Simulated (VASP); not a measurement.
# Bi2Te3 (R-3m) in VASP: a series of runs

Runs on Bi2Te3. Level: PBEsol. Tasks: electric field gradients.

Program: VASP 6.6.1. These are calculated values, not measurements. Logs are shortened: lines on timing, memory, paths and dates and some standing lists are left out, and cuts for length are marked.

### Step 1. The cell of the first run

It takes space group R-3m (No. 166, trigonal). Conventional cell: a = 4.254 Å, b = 4.254 Å, c = 30.497 Å, α = 90.00°, β = 90.00°, γ = 120.00°. Bi (site symmetry 3m) has 6 Te at 3.01 to 3.19 Å within 4.0 Å. Te (site symmetry -3m) has 6 Bi at 3.19 Å within 4.2 Å. Te (site symmetry 3m) has 3 Bi at 3.01 Å and 3 Te at 3.59 Å within 4.0 Å.

### Step 2. Electric field gradients, PBEsol (equal xx and yy strain of -3 %)

File INCAR:

```
SYSTEM = Bi2Te3
  PREC = Accurate
  ENCUT = 520
  EDIFF = 1E-8
  ISMEAR = -1
  SIGMA = 0.08
  LREAL = .FALSE.
  LASPH = .TRUE.
  NELM = 60
  ALGO = Normal
  ISIF = 2
  LWAVE = .FALSE.
  LCHARG = .FALSE.
  GGA = PS
  LEFG = .TRUE.
  NBANDS = 32
```

File KPOINTS:

```
regular mesh
0
G
  7 7 7
  0 0 0
```

File POSCAR:

```
Bi2Te3
1.0
    2.1272105416      1.2281455788     10.1656700000
   -2.1272105416      1.2281455788     10.1656700000
    0.0000000000     -2.4562911576     10.1656700000
Bi Te
2 3
Direct
    0.4000000000      0.4000000000      0.4000000000
    0.6000000000      0.6000000000      0.6000000000
    0.0000000000      0.0000000000      0.0000000000
    0.2095000000      0.2095000000      0.2095000000
    0.7905000000      0.7905000000      0.7905000000
```

Potentials or basis: VASP PAW PBE potentials, release 64 (Bi_d, Te).

On the command line:

```bash
$ cat potpaw_PBE.64/Bi_d/POTCAR potpaw_PBE.64/Te/POTCAR > POTCAR
$ mpirun -np 1 vasp_std > vasp.out
```

OUTCAR:

```text
SYSTEM = Bi2Te3
   PREC = Accurate
   ENCUT = 520
   EDIFF = 1E-8
   ISMEAR = -1
   LREAL = .FALSE.
   LASPH = .TRUE.
   NELM = 60
   ISIF = 2
   GGA = PS

 ion  position               nearest neighbor table
   1  0.400  0.400  0.400-   5 3.01   5 3.01   5 3.01   3 3.19   3 3.19   3 3.19
   2  0.600  0.600  0.600-   4 3.01   4 3.01   4 3.01   3 3.19   3 3.19   3 3.19
   3  0.000  0.000  0.000-   2 3.19   1 3.19   2 3.19   2 3.19   1 3.19   1 3.19
   4  0.209  0.209  0.209-   2 3.01   2 3.01   2 3.01   5 3.59   5 3.59   5 3.59
   5  0.791  0.791  0.791-   1 3.01   1 3.01   1 3.01   4 3.59   4 3.59   4 3.59

  LATTYP: Found a trigonal (rhomboedric) cell.
 ALAT       =    10.4582126962
 COS(alpha) =     0.9172560959

  Lattice vectors:

 A1 = (   2.1272105416,   1.2281455788,  10.1656700000)
 A2 = (  -2.1272105416,   1.2281455788,  10.1656700000)
 A3 = (   0.0000000000,  -2.4562911576,  10.1656700000)

Analysis of symmetry for initial positions (statically):
=====================================================================
 Subroutine PRICEL returns:
 Original cell was already a primitive cell.

 Routine SETGRP: Setting up the symmetry group for a
 trigonal (rhombohedral) supercell.

 Subroutine GETGRP returns: Found 12 space group operations
 (whereof 12 operations were pure point group operations)
 out of a pool of 12 trial point group operations.

The static configuration has the point symmetry D_3d.

Analysis of symmetry for dynamics (positions and initial velocities):
=====================================================================
 Subroutine PRICEL returns:
 Original cell was already a primitive cell.

 Routine SETGRP: Setting up the symmetry group for a
 trigonal (rhombohedral) supercell.

 Subroutine GETGRP returns: Found 12 space group operations
 (whereof 12 operations were pure point group operations)
 out of a pool of 12 trial point group operations.

The dynamic configuration has the point symmetry D_3d.

 Subroutine INISYM returns: Found 12 space group operations
 (whereof 12 operations are pure point group operations),
 and found     1 'primitive' translations

----------------------------------------------------------------------------------------

                                     Primitive cell

  volume of cell :     159.3484

  direct lattice vectors                    reciprocal lattice vectors
     2.127210542  1.228145579 10.165670000     0.235049606  0.135705953  0.032790100
    -2.127210542  1.228145579 10.165670000    -0.235049606  0.135705953  0.032790100
     0.000000000 -2.456291158 10.165670000     0.000000000 -0.271411907  0.032790100

  length of vectors
    10.458212696 10.458212696 10.458212696     0.273385467  0.273385467  0.273385467

  position of ions in fractional coordinates (direct lattice)
     0.400000000  0.400000000  0.400000000
     0.600000000  0.600000000  0.600000000
     0.000000000  0.000000000  0.000000000
     0.209500000  0.209500000  0.209500000
     0.790500000  0.790500000  0.790500000

  ion indices of the primitive-cell ions
   primitive index   ion index
                 1           1
                 2           2
                 3           3
                 4           4
                 5           5

----------------------------------------------------------------------------------------

 KPOINTS: regular mesh

Automatic generation of k-mesh.
 Grid dimensions read from file:
 generate k-points for:    7    7    7

 Generating k-lattice:
[... 46 lines left out ...]
   total plane-waves  NPLWV = 512000
   dimension x,y,z NGX =    80 NGY =   80 NGZ =   80
   dimension x,y,z NGXF=   160 NGYF=  160 NGZF=  160
   ions per type =               2   3
   NGX,Y,Z   is equivalent  to a cutoff of  12.72, 12.72, 12.72 a.u.
   NGXF,Y,Z  is equivalent  to a cutoff of  25.43, 25.43, 25.43 a.u.
 SYSTEM =  Bi2Te3
   PREC   = accura    normal or accurate (medium, high low for compatibility)
   ISTART =      0    job   : 0-new  1-cont  2-samecut
   ICHARG =      2    charge: 1-file 2-atom 10-const
   ISPIN  =      1    spin polarized calculation?
   LNONCOLLINEAR =      F non collinear calculations
   LSORBIT =      F    spin-orbit coupling
   LASPH  =      T    aspherical Exc in radial PAW
   ENCUT  =  520.0 eV  38.22 Ry    6.18 a.u.  19.45 19.45 19.45*2*pi/ulx,y,z
   NELM   =     60;   NELMIN=  2; NELMDL= -5     # of ELM steps
   EDIFF  = 0.1E-07   stopping-criterion for ELM
   LREAL  =      F    real-space projection
   EDIFFG = 0.1E-06   stopping-criterion for IOM
   NSW    =      0    number of steps for IOM
   IBRION =     -1    ionic relax: 0-MD 1-quasi-New 2-CG
   NFREE  =      0    steps in history (QN), initial steepest desc. (CG)
   ISIF   =      2    stress and relaxation
   ISYM   =      2    0-nonsym 1-usesym 2-fastsym
   POTIM  = 0.5000    time-step for ionic-motion
   TEBEG  =    0.0;   TEEND  =   0.0 temperature during run
   PSTRESS=    0.0 pullay stress
   NELECT =      48.0000    total number of electrons
   NUPDOWN=      -1.0000    fix difference up-down
   EMIN   =  10.00;   EMAX   =-10.00  energy-range for DOS
   EFERMI =   0.00;   METHOD = LEGACY
   ISMEAR =    -1;   SIGMA  =   0.08  broadening in eV -4-tet -1-fermi 0-gaus
   EFERMI_NEDOS =   21; number of points for ismear=-14 and -15
   IALGO  =     38    algorithm
   IMIX   =      4    mixing-type and parameters
     AMIX     =   0.40;   BMIX     =  1.00
     AMIX_MAG =   1.60;   BMIX_MAG =  1.00
  volume/ion in A,a.u.               =      31.87       215.07
  Fermi-wavevector in a.u.,A,eV,Ry     =   1.097420  2.073822 16.385902  1.204330
  Thomas-Fermi vector in A             =   2.233779
   LORBIT       =      0    0 simple, 1 ext, 2 COOP (PROOUT), +10 PAW based schemes
   GGA     = PS    functional components
   LHFCALC =     F    Hartree Fock is set to
   AEXX    =    0.0000 exact exchange contribution
   IVDW    =     0    specifies the selected vdW correction
   LEPSILON=     F    determine dielectric tensor
   LRPA    =     F    only Hartree local field effects (RPA)
 non-spin polarized calculation
  energy-cutoff  :      520.00
  volume of cell :      159.35
 maximum number of plane-waves:      4317
 NGX is ok and might be reduce to    80
   NGX = 39   NGY = 39   NGZ = 39

 number of electron      48.0000004 magnetization

 Free energy of the ion-electron system (eV)
  ---------------------------------------------------
  ext. energy  EPLUGINS =         0.00000000
  ---------------------------------------------------
  free energy    TOTEN  =       -20.21037422 eV

  energy without entropy =      -20.20846928  energy(sigma->0) =      -20.20942175

 E-fermi :   7.0822     XC(G=0):  -9.7654

 val. band max:        6.9847965566   @ k =   0.0000   0.0000   0.0000
 cond. band min:       7.2665600931   @ k =   0.0000   0.0000   0.0000
 fundamental gap:      0.2817635365
 Fermi energy:         7.0821536716

 k-point     1 :       0.0000    0.0000    0.0000
  band No.  band energies     occupation
      1     -16.3380      2.00000
      2     -16.3380      2.00000
      3     -16.3361      2.00000
      4     -16.3361      2.00000
      5     -16.3225      2.00000
      6     -16.3207      2.00000
[... 829 lines left out ...]
     31      11.1119      0.00000
     32      11.1972      0.00000

 [... further k-points ...]

------------------------ aborting loop because EDIFF is reached ----------------------------------------

  FORCE on cell =-STRESS in cart. coord.  units (eV):
  Direction    XX          YY          ZZ          XY          YZ          ZX
  --------------------------------------------------------------------------------------
  -------------------------------------------------------------------------------------
  Total        3.2341860      3.2341860      2.1324634      0.0000000      0.0000000      0.0000000
  in kB       32.5183122     32.5183122     21.4409779      0.0000000      0.0000000      0.0000000
  external PRESSURE =      28.8258674 kB  Pullay stress =       0.0000000 kB

 VOLUME and BASIS-vectors are now :
 -----------------------------------------------------------------------------
  energy-cutoff  :      520.00
  volume of cell :      159.35
      direct lattice vectors                 reciprocal lattice vectors
     2.127210542  1.228145579 10.165670000     0.235049606  0.135705953  0.032790100
    -2.127210542  1.228145579 10.165670000    -0.235049606  0.135705953  0.032790100
     0.000000000 -2.456291158 10.165670000     0.000000000 -0.271411907  0.032790100

 POSITION                                       TOTAL-FORCE (eV/Angst)
 -----------------------------------------------------------------------------------
      0.00000      0.00000     12.19880        -0.000000     -0.000000     -0.133657
      0.00000      0.00000     18.29821        -0.000000     -0.000000      0.133657
      0.00000      0.00000      0.00000         0.000000     -0.000000      0.000000
      0.00000      0.00000      6.38912        -0.000000      0.000000     -0.239547
      0.00000      0.00000     24.10789        -0.000000     -0.000000      0.239547
 -----------------------------------------------------------------------------------
    total drift:                               -0.000000     -0.000000     -0.000000

  FREE ENERGIE OF THE ION-ELECTRON SYSTEM (eV)
  ---------------------------------------------------
  free  energy   TOTEN  =       -20.2103742184 eV

  energy  without entropy=      -20.2084692832  energy(sigma->0) =      -20.20942175

 Electric field gradients (V/A^2)
---------------------------------------------------------------------
 ion       V_xx      V_yy      V_zz      V_xy      V_xz      V_yz
---------------------------------------------------------------------
   1     -22.865   -22.865    45.729     0.000     0.000     0.000
   2     -22.865   -22.865    45.729     0.000     0.000     0.000
   3     -59.690   -59.690   119.380     0.000    -0.000     0.000
   4     -14.454   -14.454    28.908    -0.000    -0.000     0.000
   5     -14.454   -14.454    28.908    -0.000    -0.000     0.000
---------------------------------------------------------------------

 Electric field gradients after diagonalization (V/A^2)
 (convention: |V_zz| > |V_xx| > |V_yy|)
----------------------------------------------------------------------
 ion       V_xx      V_yy      V_zz     asymmetry (V_yy - V_xx)/ V_zz
----------------------------------------------------------------------
   1     -22.865   -22.865    45.729       0.000
   2     -22.865   -22.865    45.729       0.000
   3     -59.690   -59.690   119.380       0.000
   4     -14.454   -14.454    28.908       0.000
   5     -14.454   -14.454    28.908       0.000
----------------------------------------------------------------------

           NMR quadrupolar parameters

 Cq : quadrupolar parameter    Cq=e*Q*V_zz/h
 eta: asymmetry parameters     (V_yy - V_xx)/ V_zz
 Q  : nuclear electric quadrupole moment in mb (millibarn)
----------------------------------------------------------------------
 ion       Cq(MHz)       eta       Q (mb)
----------------------------------------------------------------------
   1       0.111       0.000       1.000
   2       0.111       0.000       1.000
   3       0.289       0.000       1.000
   4       0.070       0.000       1.000
   5       0.070       0.000       1.000
----------------------------------------------------------------------
```

Wall time 20 min (1 thread of AMD EPYC 9R45 (Zen 5), shared host); peak memory 0.97 GiB.

Results:

```yaml
Free_energy: -20.2104 eV
Pressure: 2.9 GPa
Largest_force: 0.240 eV/Å
Band_gap_on_the_k_mesh: 0.28 eV, direct
```

Forces in eV/Å, atoms in the order of the input:
```
Bi   0.000  0.000 -0.134
Bi   0.000  0.000  0.134
Te   0.000  0.000  0.000
Te   0.000  0.000 -0.240
Te   0.000  0.000  0.240
```

Levels at points of the mesh, in eV from the valence-band top:
```csv
k point,band 22,band 23,band 24,band 25,band 26,band 27
"(0.00, 0.00, 0.00)",-0.98,-0.98,0.00,0.28,0.57,0.57
```

Electric field gradients, principal values (V/Å²):
```csv
atom,least,middle,greatest (by size)
1 Bi,-22.865,-22.865,45.729
2 Bi,-22.865,-22.865,45.729
3 Te,-59.690,-59.690,119.380
4 Te,-14.454,-14.454,28.908
5 Te,-14.454,-14.454,28.908
```

Caveat: the cell differs from its parent crystal (equal xx and yy strain of -3 %); without QUAD_EFG the Cq values of the log hold for a quadrupole moment of 1 mb, not for the nuclei; the PAW data sets were made with another functional, which shifts forces and pressure a little; spin-orbit coupling is left out, which moves the levels of the heavy elements. A k mesh can miss the band edges.

### Step 3. Electric field gradients, PBEsol (equal xx and yy strain of -1 %)

File INCAR:

```
ALGO = Normal
EDIFF = 1E-8
ENCUT = 520
GGA = PS
ISIF = 2
ISMEAR = -1
LASPH = T
LCHARG = F
LEFG = T
LREAL = F
LWAVE = F
NBANDS = 32
NELM = 80
PREC = Accurate
SIGMA = 0.08
```

File KPOINTS:

```
k-points
0
Gamma
  7 7 7
```

POSCAR: that of step 2 with these lines changed.

```diff
@@ -2,5 +2,5 @@
 1.0
-    2.1272105416      1.2281455788     10.1656700000
-   -2.1272105416      1.2281455788     10.1656700000
-    0.0000000000     -2.4562911576     10.1656700000
+    2.1710705528      1.2534681681     10.1656700000
+   -2.1710705528      1.2534681681     10.1656700000
+    0.0000000000     -2.5069363362     10.1656700000
 Bi Te
```

Potentials or basis: VASP PAW PBE potentials, release 64 (Bi_d, Te).

On the command line:

```bash
$ cat potpaw_PBE.64/Bi_d/POTCAR potpaw_PBE.64/Te/POTCAR > POTCAR
$ mpirun -np 1 vasp_std > vasp.out
```

OUTCAR:

```text
EDIFF = 1E-8
   ENCUT = 520
   GGA = PS
   ISIF = 2
   ISMEAR = -1
   LASPH = T
   LREAL = F
   NELM = 80
   PREC = Accurate

 ion  position               nearest neighbor table
   1  0.400  0.400  0.400-   5 3.05   5 3.05   5 3.05   3 3.23   3 3.23   3 3.23
   2  0.600  0.600  0.600-   4 3.05   4 3.05   4 3.05   3 3.23   3 3.23   3 3.23
   3  0.000  0.000  0.000-   2 3.23   2 3.23   1 3.23   1 3.23   2 3.23   1 3.23
   4  0.209  0.209  0.209-   2 3.05   2 3.05   2 3.05   5 3.62   5 3.62   5 3.62
   5  0.791  0.791  0.791-   1 3.05   1 3.05   1 3.05   4 3.62   4 3.62   4 3.62

  LATTYP: Found a trigonal (rhomboedric) cell.
 ALAT       =    10.4702233187
 COS(alpha) =     0.9140064298

  Lattice vectors:

 A1 = (   2.1710705528,   1.2534681681,  10.1656700000)
 A2 = (  -2.1710705528,   1.2534681681,  10.1656700000)
 A3 = (   0.0000000000,  -2.5069363362,  10.1656700000)

Analysis of symmetry for initial positions (statically):
=====================================================================
 Subroutine PRICEL returns:
 Original cell was already a primitive cell.

 Routine SETGRP: Setting up the symmetry group for a
[... 1048 lines left out ...]
      0.00000      0.00000     24.10789         0.000000      0.000000      0.005250
 -----------------------------------------------------------------------------------
    total drift:                               -0.000000     -0.000000     -0.000000

  FREE ENERGIE OF THE ION-ELECTRON SYSTEM (eV)
  ---------------------------------------------------
  free  energy   TOTEN  =       -20.2909577216 eV

  energy  without entropy=      -20.2893553856  energy(sigma->0) =      -20.29015655

 Electric field gradients (V/A^2)
---------------------------------------------------------------------
 ion       V_xx      V_yy      V_zz      V_xy      V_xz      V_yz
---------------------------------------------------------------------
   1     -16.196   -16.196    32.392     0.000     0.000    -0.000
   2     -16.196   -16.196    32.392    -0.000    -0.000    -0.000
   3     -50.747   -50.747   101.493    -0.000    -0.000    -0.000
   4      -8.538    -8.538    17.076    -0.000     0.000    -0.000
   5      -8.538    -8.538    17.076    -0.000    -0.000    -0.000
---------------------------------------------------------------------

 Electric field gradients after diagonalization (V/A^2)
 (convention: |V_zz| > |V_xx| > |V_yy|)
----------------------------------------------------------------------
 ion       V_xx      V_yy      V_zz     asymmetry (V_yy - V_xx)/ V_zz
----------------------------------------------------------------------
   1     -16.196   -16.196    32.392       0.000
   2     -16.196   -16.196    32.392       0.000
   3     -50.747   -50.747   101.493       0.000
   4      -8.538    -8.538    17.076       0.000
   5      -8.538    -8.538    17.076       0.000
----------------------------------------------------------------------

           NMR quadrupolar parameters

 Cq : quadrupolar parameter    Cq=e*Q*V_zz/h
 eta: asymmetry parameters     (V_yy - V_xx)/ V_zz
 Q  : nuclear electric quadrupole moment in mb (millibarn)
----------------------------------------------------------------------
 ion       Cq(MHz)       eta       Q (mb)
----------------------------------------------------------------------
   1       0.078       0.000       1.000
   2       0.078       0.000       1.000
   3       0.245       0.000       1.000
   4       0.041       0.000       1.000
   5       0.041       0.000       1.000
----------------------------------------------------------------------
```

stdout:

```text
POSCAR found type information on POSCAR BiTe
 POSCAR found :  2 types and       5 ions
 scaLAPACK will be used
 -----------------------------------------------------------------------------
|                                                                             |
|                                                                             |
|     You enforced a specific xc type in the INCAR file but a different       |
|     I HOPE YOU KNOW WHAT YOU ARE DOING!                                     |
|                                                                             |
 -----------------------------------------------------------------------------

 LDA part: xc-table for (Slater+PW92), standard interpolation
 POSCAR, INCAR and KPOINTS ok, starting setup
 FFT: planning ... GRIDC
 FFT: planning ... GRID_SOFT
 FFT: planning ... GRID
 WAVECAR not read
 entering main loop
ion   1

ion   2

ion   3

ion   4

ion   5
```

It took 19 min on 1 thread of AMD EPYC 9R45 (Zen 5), shared host; peak memory 0.97 GiB.

Results:

```yaml
Free_energy: -20.2910 eV
Pressure: 0.5 GPa
Largest_force: 0.017 eV/Å
Band_gap_on_the_k_mesh: 0.24 eV, direct
```

Forces on the atoms (eV/Å):
```
Bi   0.000  0.000 -0.017
Bi   0.000  0.000  0.017
Te   0.000  0.000  0.000
Te   0.000  0.000 -0.005
Te   0.000  0.000  0.005
```

Stress tensor (GPa, compression positive):
```
0.65 0.00 0.00
0.00 0.65 0.00
0.00 0.00 0.08
```

Levels at points of the mesh, in eV from the valence-band top:
| k point | band 21 | band 22 | band 23 | band 24 | band 25 | band 26 | band 27 | band 28 |
| --- | --- | --- | --- | --- | --- | --- | --- | --- |
| (0.00, 0.00, 0.00) | -1.75 | -0.89 | -0.89 | 0.00 | 0.24 | 0.61 | 0.61 | 1.93 |

Electric field gradients, principal values (V/Å²):
| atom | least | middle | greatest (by size) |
| --- | --- | --- | --- |
| 1 Bi | -16.196 | -16.196 | 32.392 |
| 2 Bi | -16.196 | -16.196 | 32.392 |
| 3 Te | -50.747 | -50.747 | 101.493 |
| 4 Te | -8.538 | -8.538 | 17.076 |
| 5 Te | -8.538 | -8.538 | 17.076 |

Caveat: the cell differs from its parent crystal (equal xx and yy strain of -1 %); without QUAD_EFG the Cq values of the log hold for a quadrupole moment of 1 mb, not for the nuclei; the PAW data sets were made with another functional, which shifts forces and pressure a little; spin-orbit coupling is left out, which moves the levels of the heavy elements. A k mesh can miss the band edges.
